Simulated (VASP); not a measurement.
# Sr3BP: single point with PBE

The system is Sr3BP.

```
CELL_PARAMETERS angstrom
3.88254 2.24158 6.34016
-3.88254 2.24158 6.34016
0.00000 -4.48317 6.34016
ATOMIC_POSITIONS crystal
Sr 0.82956 0.25000 0.67044
Sr 0.67044 0.82956 0.25000
Sr 0.25000 0.67044 0.82956
Sr 0.17044 0.75000 0.32956
Sr 0.32956 0.17044 0.75000
Sr 0.75000 0.32956 0.17044
B 0.50000 0.50000 0.50000
B 0.00000 0.00000 0.00000
P 0.75000 0.75000 0.75000
P 0.25000 0.25000 0.25000
```

```yaml
Program: VASP 6.6.1
Task: single point
Functional: PBE
Potentials_or_basis: VASP PAW PBE potentials, release 64 (Sr_sv, B, P)
Cutoff: 520 eV
k_mesh: 4 × 4 × 4
Occupations: gaussian, width 0.1 eV
Spin: no spin polarisation
Dipole_correction: no
Further_INCAR_settings: ALGO = Normal; EDIFF = 1e-07; NBANDS = 49
```

```yaml
Pressure: -2.3 GPa
Largest_force: 0.342 eV/Å
Band_gap_on_the_k_mesh: zero (band 38 reaches 2.45 eV, above the bottom of band 39 at 1.81 eV)
```

Forces on the atoms (eV/Å):
```
Sr   0.171  0.297  0.000
Sr  -0.342  0.000  0.000
Sr   0.171 -0.297  0.000
Sr  -0.171 -0.297  0.000
Sr   0.342  0.000  0.000
Sr  -0.171  0.297  0.000
B    0.000  0.000  0.000
B    0.000  0.000  0.000
P    0.000  0.000  0.000
P    0.000  0.000  0.000
```

Stress tensor (GPa, compression positive):
```
-2.38  0.00  0.00
 0.00 -2.38  0.00
 0.00  0.00 -2.14
```

Levels at points of the mesh, in eV from the Fermi level:
| k point | band 35 | band 36 | band 37 | band 38 | band 39 | band 40 | band 41 | band 42 |
| --- | --- | --- | --- | --- | --- | --- | --- | --- |
| (0.00, 0.00, 0.00) | -0.88 | -0.80 | -0.80 | 0.54 | 0.61 | 0.61 | 0.78 | 1.08 |
| (0.50, 0.00, 0.00) | -0.37 | -0.37 | -0.14 | -0.14 | -0.10 | -0.10 | 1.83 | 1.83 |
| (0.50, 0.50, 0.50) | -0.32 | -0.32 | -0.32 | -0.32 | -0.10 | -0.10 | 2.06 | 2.06 |
| (0.50, 0.50, 0.00) | -0.91 | -0.48 | -0.36 | 0.07 | 0.27 | 0.47 | 1.67 | 1.83 |

It took 18 min on 1 thread of AMD EPYC 7571, on a shared host, peak memory 0.57 GiB.
